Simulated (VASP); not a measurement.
Input of a VASP 6.6.1 run:

The input POSCAR:

```
GaAs
1.0
    0.0000000000      2.8886479500      2.8886479500
    2.8886479500      0.0000000000      2.8886479500
    2.8886479500      2.8886479500      0.0000000000
Ga As
1 1
Direct
    0.0000000000      0.0000000000      0.0000000000
    0.2500000000      0.2500000000      0.2500000000
```

The input INCAR.step1:

```
SYSTEM = GaAs
ALGO = Normal ; EDIFF = 1E-5
ENCUT = 550 ; GGA = PE
GGA_COMPAT = .FALSE. ; ISMEAR = 0
LASPH = .TRUE. ; LCHARG = .FALSE.
LREAL = .FALSE. ; LWAVE = .TRUE.
NBANDS = 16 ; NELM = 120
PREC = Accurate ; SIGMA = 0.01
```

File INCAR.step2:

```
SYSTEM = GaAs
ALGO = Normal ; EDIFF = 1E-6
ENCUT = 550 ; GGA_COMPAT = .FALSE.
ISIF = 2 ; ISMEAR = 0
ISTART = 1 ; LASPH = .TRUE.
LCHARG = .TRUE. ; LELF = .TRUE.
LMIXTAU = .TRUE. ; LREAL = .FALSE.
LVHAR = .TRUE. ; LWAVE = .FALSE.
METAGGA = R2SCAN ; NBANDS = 16
NELM = 120 ; PREC = Accurate
SIGMA = 0.01
```

KPOINTS

```
k-points
0
G
  6 6 6
  0 0 0
```

Potentials or basis: VASP PAW PBE potentials, release 64 (Ga_d, As).

Command:

```console
$ cat potpaw_PBE.64/Ga_d/POTCAR potpaw_PBE.64/As/POTCAR > POTCAR
$ cp INCAR.step1 INCAR
$ mpirun -np 1 vasp_std > vasp.out
$ cp INCAR.step2 INCAR
$ mpirun -np 1 vasp_std > vasp.out
```

(1) Estimate the band gap on the k mesh.

(2) Estimate the pressure.

Results:

(1) 0.48 eV, direct.

(2) -3.7 GPa.

Caveat: the PAW data sets were made with another functional, which shifts forces and pressure a little.
